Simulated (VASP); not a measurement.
Wanted: the native input for a VASP 6.6.1 run.

- Task: single point
- Functional: PBE
- Potentials or basis: VASP PAW PBE potentials, release 64 (Na_pv, I)
- Cutoff: 520 eV
- k mesh: 6 × 6 × 6
- Occupations: gaussian, width 0.01 eV
- Spin: no spin polarisation
- Dipole correction: no
- Further INCAR settings: ALGO = Normal; EDIFF = 1e-06; NBANDS = 14

The structure of NaI lies in POSCAR:

```
NaI
1.0
    0.0000000000      3.2964165606      3.2964165606
    3.2964165606      0.0000000000      3.2964165606
    3.2964165606      3.2964165606      0.0000000000
Na I
1 1
Direct
    0.0000000000      0.0000000000      0.0000000000
    0.5000000000      0.5000000000      0.5000000000
```

The input as run:

INCAR

```
  PREC = Accurate
  ENCUT = 520
  EDIFF = 1E-6
  ISMEAR = 0
  SIGMA = 0.01
  LREAL = False
  LASPH = True
  NELM = 60
  ALGO = Normal
  ISIF = 2
  LWAVE = False
  LCHARG = False
  GGA = PE
  NBANDS = 14
```

KPOINTS

```
regular mesh
0
Gamma
  6 6 6
```

Potentials or basis: VASP PAW PBE potentials, release 64 (Na_pv, I).

The run is started by

```console
$ cat potpaw_PBE.64/Na_pv/POTCAR potpaw_PBE.64/I/POTCAR > POTCAR
$ mpirun -np 1 vasp_std > vasp.out
```

Results of the run:

```yaml
Pressure: -0.4 GPa
Band_gap_on_the_k_mesh: 3.50 eV
```

Caveat: spin-orbit coupling is left out, which moves the levels of the heavy elements.

It took 13 s on 1 thread of Intel(R) Xeon(R) Platinum 8488C (Sapphire Rapids) (shared host), peak memory 0.21 GiB.
